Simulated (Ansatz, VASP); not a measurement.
# Two plane-wave programs on Os4C

```
CELL_PARAMETERS angstrom
3.94704 0.00000 0.00000
0.00000 3.94704 0.00000
0.00000 0.00000 4.21993
ATOMIC_POSITIONS crystal
Os 0.50000 0.00000 0.95890
Os 0.50000 0.50000 0.53742
Os 0.00000 0.50000 0.95890
Os 0.00000 0.00000 0.46266
C 0.50000 0.50000 0.08276
```

Change from the starting cell: the structure that the rattled cell fell into.

Alike in both runs: functional PBE; k mesh 4 × 4 × 4; occupations gaussian, width 0.1 eV; no spin polarisation.

Ansatz relaxed the structure, and its values are those at the end. VASP's run is a single point on that final structure, the one shown.

```csv
,VASP,Ansatz
version,VASP 6.6.1,Ansatz 0.2.0
potentials or method,"VASP PAW PBE potentials, release 64 (Os_sv_GW, C), cutoff 600 eV","scalar-relativistic, plane waves, PAW"
valence electrons in the cell,68,68
```

Ansatz gave:

| Quantity | Value |
| --- | --- |
| gap on the k mesh at the Fermi level (eV) | none |
| pressure (GPa) | 0.0 |
| rms of the force components (eV/Å) | 0.007 |

**Question.** What did VASP give for the same quantities?

**Answer.** gap on the k mesh at the Fermi level (eV): none; pressure (GPa): -0.5; rms of the force components (eV/Å): 0.007.

A gap of «none» marks a metal or a gap that the smearing closes. The functional is the same, so the differences come from potentials, cutoffs and numerics.

The k mesh is coarse, so the values compare programs but aren't converged. Neither program's run includes spin-orbit coupling.
